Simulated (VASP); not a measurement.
Wanted: the native input for a VASP 6.6.1 run.

- Task: single point
- Functional: PBE
- Potentials or basis: VASP PAW PBE potentials, release 64 (Ge_d, Sb, Se)
- Cutoff: 520 eV
- k mesh: 4 × 4 × 4
- Occupations: gaussian, width 0.1 eV
- Spin: no spin polarisation
- Dipole correction: no
- Further INCAR settings: ALGO = Normal; EDIFF = 1e-06; NBANDS = 34

The structure of Ge3SbSe lies in POSCAR:

```
Ge3SbSe
1.0
    5.0392081463      0.0000000000      0.0000000000
    0.0000000000      5.0392081463      0.0000000000
    0.0000000000      0.0000000000      5.2808217814
Ge Sb Se
3 1 1
Direct
    0.0000000000      0.5000000000      0.0000000000
    0.5000000000      0.0000000000      0.0000000000
    0.0000000000      0.0000000000      0.0000000000
    0.0000000000      0.0000000000      0.5000000000
    0.5000000000      0.5000000000      0.5000000000
```

These files were run (other wordings do the same):

INCAR

```
PREC = Accurate
ENCUT = 520
EDIFF = 1E-6
ISMEAR = 0
SIGMA = 0.1
LREAL = F
LASPH = T
NELM = 60
ALGO = Normal
ISIF = 2
LWAVE = F
LCHARG = F
GGA = PE
NBANDS = 34
```

KPOINTS

```
Automatic mesh
0
Gamma
  4 4 4
```

Potentials or basis: VASP PAW PBE potentials, release 64 (Ge_d, Sb, Se).

The run is started by

```bash
$ cat potpaw_PBE.64/Ge_d/POTCAR potpaw_PBE.64/Sb/POTCAR potpaw_PBE.64/Se/POTCAR > POTCAR
$ mpirun -np 1 vasp_std > vasp.out
```

It gave:

```yaml
Pressure: 0.1 GPa
```

It took 35 s on 1 thread of Intel(R) Xeon(R) 6975P-C (Granite Rapids) (shared host), peak memory 0.27 GiB.
